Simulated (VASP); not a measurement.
# SiO2 (P4_2/mnm) in VASP: a series of runs, part 2 of 2

VASP 6.6.1. The steps go on from the part before.

### 5 Single point, PBE

This run uses another cell than the first one, of 7.92 Å³/atom.

INCAR

```
SYSTEM = SiO2
ALGO = Normal
EDIFF = 1E-6
ENCUT = 520
GGA = PE
ISIF = 2
ISMEAR = 0
LASPH = .True.
LCHARG = .True.
LELF = .True.
LREAL = .False.
LVHAR = .True.
LWAVE = .False.
NBANDS = 25
NELM = 60
PREC = Accurate
SIGMA = 0.05
```

KPOINTS

```
k-points
0
Gamma
  6 6 8
  0 0 0
```

POSCAR

```
SiO2
1.0
    4.2041000000      0.0000000000      0.0000000000
    0.0000000000      4.2041000000      0.0000000000
    0.0000000000      0.0000000000      2.6897743053
Si O
2 4
Direct
    0.5000000000      0.5000000000      0.5000000000
    0.0000000000      0.0000000000      0.0000000000
    0.6930127928      0.6930127928      0.0000000000
    0.1930127928      0.8069872072      0.5000000000
    0.3069872072      0.3069872072      0.0000000000
    0.8069872072      0.1930127928      0.5000000000
```

Potentials or basis: VASP PAW PBE potentials, release 64 (Si, O).

Run with:

```sh
$ cat potpaw_PBE.64/Si/POTCAR potpaw_PBE.64/O/POTCAR > POTCAR
$ mpirun -np 1 vasp_std > vasp.out
```

OUTCAR:

```text
SYSTEM = SiO2
   EDIFF = 1E-6
   ENCUT = 520
   GGA = PE
   ISIF = 2
   ISMEAR = 0
   LASPH = .True.
   LREAL = .False.
   NELM = 60
   PREC = Accurate

 ion  position               nearest neighbor table
   1  0.500  0.500  0.500-   3 1.77   5 1.77   3 1.77   5 1.77   4 1.83   6 1.83
   2  0.000  0.000  0.000-   4 1.77   6 1.77   4 1.77   6 1.77   5 1.83   3 1.83
   3  0.693  0.693  0.000-   1 1.77   1 1.77   2 1.83
   4  0.193  0.807  0.500-   2 1.77   2 1.77   1 1.83
   5  0.307  0.307  0.000-   1 1.77   1 1.77   2 1.83
   6  0.807  0.193  0.500-   2 1.77   2 1.77   1 1.83

  LATTYP: Found a simple tetragonal cell.
 ALAT       =     4.2041000000
 C/A-ratio  =     0.6397978890

  Lattice vectors:

 A1 = (   4.2041000000,   0.0000000000,   0.0000000000)
 A2 = (   0.0000000000,   4.2041000000,   0.0000000000)
 A3 = (   0.0000000000,   0.0000000000,   2.6897743053)

Analysis of symmetry for initial positions (statically):
=====================================================================
 Subroutine PRICEL returns:
 Original cell was already a primitive cell.

 Routine SETGRP: Setting up the symmetry group for a
 simple tetragonal supercell.

 Subroutine GETGRP returns: Found 16 space group operations
 (whereof  8 operations were pure point group operations)
 out of a pool of 16 trial point group operations.

The static configuration has the point symmetry D_2h.
 The point group associated with its full space group is D_4h.

Analysis of symmetry for dynamics (positions and initial velocities):
=====================================================================
 Subroutine PRICEL returns:
 Original cell was already a primitive cell.

 Routine SETGRP: Setting up the symmetry group for a
 simple tetragonal supercell.

[... 132 lines left out ...]
     AMIX     =   0.40;   BMIX     =  1.00
     AMIX_MAG =   1.60;   BMIX_MAG =  1.00
  volume/ion in A,a.u.               =       7.92        53.47
  Fermi-wavevector in a.u.,A,eV,Ry     =   1.434732  2.711251 28.007002  2.058457
  Thomas-Fermi vector in A             =   2.554108
   LORBIT       =      0    0 simple, 1 ext, 2 COOP (PROOUT), +10 PAW based schemes
   GGA     = PE    functional components
   LHFCALC =     F    Hartree Fock is set to
   AEXX    =    0.0000 exact exchange contribution
   IVDW    =     0    specifies the selected vdW correction
   LEPSILON=     F    determine dielectric tensor
   LRPA    =     F    only Hartree local field effects (RPA)
 non-spin polarized calculation
 Gauss-broadening in eV      SIGMA  =   0.05
  energy-cutoff  :      520.00
  volume of cell :       47.54
 maximum number of plane-waves:      1296
 NGX is ok and might be reduce to    32
   NGX = 15   NGY = 15   NGZ = 11

 number of electron      31.9999982 magnetization

 Free energy of the ion-electron system (eV)
  ---------------------------------------------------
  ext. energy  EPLUGINS =         0.00000000
  ---------------------------------------------------
  free energy    TOTEN  =       -46.30400233 eV

  energy without entropy =      -46.30400233  energy(sigma->0) =      -46.30400233

 E-fermi :   8.2117     XC(G=0): -12.1625

 val. band max:        7.9505706027   @ k =   0.0000   0.0000   0.0000
 cond. band min:      13.2156484560   @ k =   0.0000   0.0000   0.0000
 fundamental gap:      5.2650778533
 Fermi energy:         8.2116564087

 k-point     1 :       0.0000    0.0000    0.0000
  band No.  band energies     occupation
      1     -14.4150      2.00000
      2     -10.8613      2.00000
      3     -10.8613      2.00000
      4     -10.6882      2.00000
      5      -2.7458      2.00000
      6       1.6673      2.00000
[... 661 lines left out ...]
     24      20.7318      0.00000
     25      21.5854      0.00000

 [... further k-points ...]

------------------------ aborting loop because EDIFF is reached ----------------------------------------

  FORCE on cell =-STRESS in cart. coord.  units (eV):
  Direction    XX          YY          ZZ          XY          YZ          ZX
  --------------------------------------------------------------------------------------
  -------------------------------------------------------------------------------------
  Total        1.4985288      1.4985288      1.0481587     -0.0000000      0.0000000      0.0000000
  in kB       50.5026013     50.5026013     35.3244729     -0.0000000      0.0000000      0.0000000
  external PRESSURE =      45.4432251 kB  Pullay stress =       0.0000000 kB

 VOLUME and BASIS-vectors are now :
 -----------------------------------------------------------------------------
  energy-cutoff  :      520.00
  volume of cell :       47.54
      direct lattice vectors                 reciprocal lattice vectors
     4.204100000  0.000000000  0.000000000     0.237863038  0.000000000  0.000000000
     0.000000000  4.204100000  0.000000000     0.000000000  0.237863038  0.000000000
     0.000000000  0.000000000  2.689774305     0.000000000  0.000000000  0.371778405

 POSITION                                       TOTAL-FORCE (eV/Angst)
 -----------------------------------------------------------------------------------
      2.10205      2.10205      1.34489        -0.000000     -0.000000     -0.000000
      0.00000      0.00000      0.00000        -0.000000     -0.000000     -0.000000
      2.91350      2.91350      0.00000         0.123942      0.123942      0.000000
      0.81145      3.39265      1.34489         0.123942     -0.123942     -0.000000
      1.29060      1.29060      0.00000        -0.123942     -0.123942     -0.000000
      3.39265      0.81145      1.34489        -0.123942      0.123942      0.000000
 -----------------------------------------------------------------------------------
    total drift:                                0.000000      0.000000     -0.000000

  FREE ENERGIE OF THE ION-ELECTRON SYSTEM (eV)
  ---------------------------------------------------
  free  energy   TOTEN  =       -46.3040023272 eV

  energy  without entropy=      -46.3040023272  energy(sigma->0) =      -46.30400233
```

OSZICAR:

```text
N       E                     dE             d eps       ncg     rms          rms(c)
DAV:   1     0.130551634573E+03    0.13055E+03   -0.17467E+04  2540   0.122E+03
DAV:   2    -0.442038951035E+02   -0.17476E+03   -0.16820E+03  3127   0.276E+02
DAV:   3    -0.508712226501E+02   -0.66673E+01   -0.66409E+01  3341   0.514E+01
DAV:   4    -0.509137034470E+02   -0.42481E-01   -0.42468E-01  2901   0.478E+00
DAV:   5    -0.509140471615E+02   -0.34371E-03   -0.34366E-03  3367   0.405E-01    0.172E+01
DAV:   6    -0.462353180054E+02    0.46787E+01   -0.13201E+01  3143   0.244E+01    0.785E+00
DAV:   7    -0.462837941269E+02   -0.48476E-01   -0.79744E-01  3138   0.505E+00    0.290E+00
DAV:   8    -0.462972470939E+02   -0.13453E-01   -0.26889E-02  3116   0.140E+00    0.109E+00
DAV:   9    -0.463038143110E+02   -0.65672E-02   -0.98482E-03  3199   0.830E-01    0.261E-01
DAV:  10    -0.463040211035E+02   -0.20679E-03   -0.49505E-04  3100   0.158E-01    0.441E-02
DAV:  11    -0.463040011936E+02    0.19910E-04   -0.81871E-05  3270   0.654E-02    0.891E-03
DAV:  12    -0.463040022029E+02   -0.10093E-05   -0.56301E-06  3034   0.168E-02    0.339E-03
DAV:  13    -0.463040023272E+02   -0.12426E-06   -0.54735E-07  2137   0.543E-03
   1 F= -.46304002E+02 E0= -.46304002E+02  d E =-.141056E-15
```

stdout:

```text
POSCAR found type information on POSCAR SiO
 POSCAR found :  2 types and       6 ions
 scaLAPACK will be used
 LDA part: xc-table for (Slater+PW92), standard interpolation
 POSCAR, INCAR and KPOINTS ok, starting setup
 FFT: planning ... GRIDC
 FFT: planning ... GRID_SOFT
 FFT: planning ... GRID
 WAVECAR not read
 entering main loop
```

Wall time 62 s (1 thread of Intel Xeon 8259CL, shared host); peak memory 0.18 GiB.

What came out:

- Free energy: -46.3040 eV
- Pressure: 4.5 GPa
- Largest force: 0.175 eV/Å
- Band gap on the k mesh: 5.26 eV

Forces in eV/Å, atoms in the order of the input:
```
Si   0.000  0.000  0.000
Si   0.000  0.000  0.000
O    0.124  0.124  0.000
O    0.124 -0.124  0.000
O   -0.124 -0.124  0.000
O   -0.124  0.124  0.000
```

Levels at points of the mesh, in eV from the valence-band top:
```tsv
k point	band 13	band 14	band 15	band 16	band 17	band 18	band 19	band 20
(0.00, 0.00, 0.00)	-2.55	-0.85	-0.85	0.00	5.27	6.56	8.32	8.32
(0.50, 0.00, 0.00)	-2.68	-2.68	-1.05	-1.05	7.45	7.45	8.90	8.90
(0.50, 0.50, 0.00)	-2.58	-2.58	-2.19	-2.19	7.13	7.13	9.84	9.84
(0.00, 0.00, 0.50)	-2.96	-2.96	-2.62	-2.62	8.85	8.85	12.44	12.44
(0.50, 0.00, 0.50)	-2.23	-2.23	-1.70	-1.70	8.62	8.62	9.66	9.66
(0.50, 0.50, 0.50)	-1.74	-1.74	-1.50	-1.50	7.02	7.02	10.83	10.83
```

Caveat: the cell stands under pressure. A k mesh can miss the band edges.

### 6 Single point, PBE

This run uses another cell than the first one, of 7.91 Å³/atom.

INCAR

```
ALGO = Normal ; EDIFF = 1E-6
ENCUT = 520 ; GGA = PE
ISIF = 2 ; ISMEAR = 0
LASPH = True ; LCHARG = False
LREAL = False ; LWAVE = False
NBANDS = 25 ; NELM = 60
PREC = Accurate ; SIGMA = 0.05
```

KPOINTS

```
k-points
0
Gamma
  6 6 8
```

Changes to POSCAR since step 5:

```diff
@@ -2,5 +2,5 @@
 1.0
-    4.2041000000      0.0000000000      0.0000000000
-    0.0000000000      4.2041000000      0.0000000000
-    0.0000000000      0.0000000000      2.6897743053
+    4.3312000000      0.0000000000      0.0000000000
+    0.0000000000      4.3312000000      0.0000000000
+    0.0000000000      0.0000000000      2.5284000000
 Si O
```

Potentials or basis: VASP PAW PBE potentials, release 64 (Si, O).

Run with:

```sh
$ cat potpaw_PBE.64/Si/POTCAR potpaw_PBE.64/O/POTCAR > POTCAR
$ mpirun -np 1 vasp_std > vasp.out
```

OUTCAR:

```text
EDIFF = 1E-6
   ENCUT = 520
   GGA = PE
   ISIF = 2
   ISMEAR = 0
   LASPH = True
   LREAL = False
   NELM = 60
   PREC = Accurate

 ion  position               nearest neighbor table
   1  0.500  0.500  0.500-   3 1.73   5 1.73   3 1.73   5 1.73   4 1.88   6 1.88
   2  0.000  0.000  0.000-   4 1.73   6 1.73   4 1.73   6 1.73   5 1.88   3 1.88
   3  0.693  0.693  0.000-   1 1.73   1 1.73   2 1.88
   4  0.193  0.807  0.500-   2 1.73   2 1.73   1 1.88
[... 883 lines left out ...]
  -------------------------------------------------------------------------------------
  Total       -1.0391989     -1.0391989     12.4130608      0.0000000      0.0000000      0.0000000
  in kB      -35.1032240    -35.1032240    419.3022621      0.0000000      0.0000000      0.0000000
  external PRESSURE =     116.3652714 kB  Pullay stress =       0.0000000 kB

 VOLUME and BASIS-vectors are now :
 -----------------------------------------------------------------------------
  energy-cutoff  :      520.00
  volume of cell :       47.43
      direct lattice vectors                 reciprocal lattice vectors
     4.331200000  0.000000000  0.000000000     0.230882896  0.000000000  0.000000000
     0.000000000  4.331200000  0.000000000     0.000000000  0.230882896  0.000000000
     0.000000000  0.000000000  2.528400000     0.000000000  0.000000000  0.395507040

 POSITION                                       TOTAL-FORCE (eV/Angst)
 -----------------------------------------------------------------------------------
      2.16560      2.16560      1.26420        -0.000000      0.000000      0.000000
      0.00000      0.00000      0.00000        -0.000000      0.000000      0.000000
      3.00158      3.00158      0.00000        -0.290228     -0.290228     -0.000000
      0.83598      3.49522      1.26420        -0.290228      0.290228      0.000000
      1.32962      1.32962      0.00000         0.290228      0.290228      0.000000
      3.49522      0.83598      1.26420         0.290228     -0.290228     -0.000000
 -----------------------------------------------------------------------------------
    total drift:                                0.000000      0.000000     -0.000000

  FREE ENERGIE OF THE ION-ELECTRON SYSTEM (eV)
  ---------------------------------------------------
  free  energy   TOTEN  =       -45.9175470029 eV

  energy  without entropy=      -45.9175470029  energy(sigma->0) =      -45.91754700
```

stdout:

```text
POSCAR found type information on POSCAR SiO
 POSCAR found :  2 types and       6 ions
 scaLAPACK will be used
 LDA part: xc-table for (Slater+PW92), standard interpolation
 POSCAR, INCAR and KPOINTS ok, starting setup
 FFT: planning ... GRIDC
 FFT: planning ... GRID_SOFT
 FFT: planning ... GRID
 WAVECAR not read
 entering main loop
```

It took 66 s on 1 thread of Intel Xeon 8259CL, shared host; peak memory 0.17 GiB.

What came out:

```
Free energy            : -45.9175 eV
Pressure               : 11.6 GPa
Largest force          : 0.410 eV/Å
Band gap on the k mesh : 5.55 eV
```

Forces on the atoms (eV/Å):
```
Si   0.000  0.000  0.000
Si   0.000  0.000  0.000
O   -0.290 -0.290  0.000
O   -0.290  0.290  0.000
O    0.290  0.290  0.000
O    0.290 -0.290  0.000
```

Caveat: the cell stands under pressure.

### 7 Overview

```tsv
cell	gap on the mesh (eV)	pressure (GPa)	largest force (eV/Å)
a = 4.299, b = 4.299, c = 2.528 Å, 6 atoms	5.80	16.1	0.21
a = 4.109, b = 4.109, c = 2.771 Å, 6 atoms	5.32	7.9	0.57
a = 4.236, b = 4.236, c = 2.609 Å, 6 atoms	5.68	11.9	0.06
a = 4.204, b = 4.204, c = 2.690 Å, 6 atoms	5.26	4.5	0.18
a = 4.331, b = 4.331, c = 2.528 Å, 6 atoms	5.55	11.6	0.41
```

Alike in all rows: task single point; level PBE; potentials or basis VASP PAW PBE potentials, release 64 (Si, O); no spin polarisation; k mesh 6 × 6 × 8; cutoff (eV) 520; smearing gaussian 0.05 eV.

Caveats: the cell stands under pressure.

Total energies depend on the potentials used, so only differences within one code and one set of settings carry meaning.
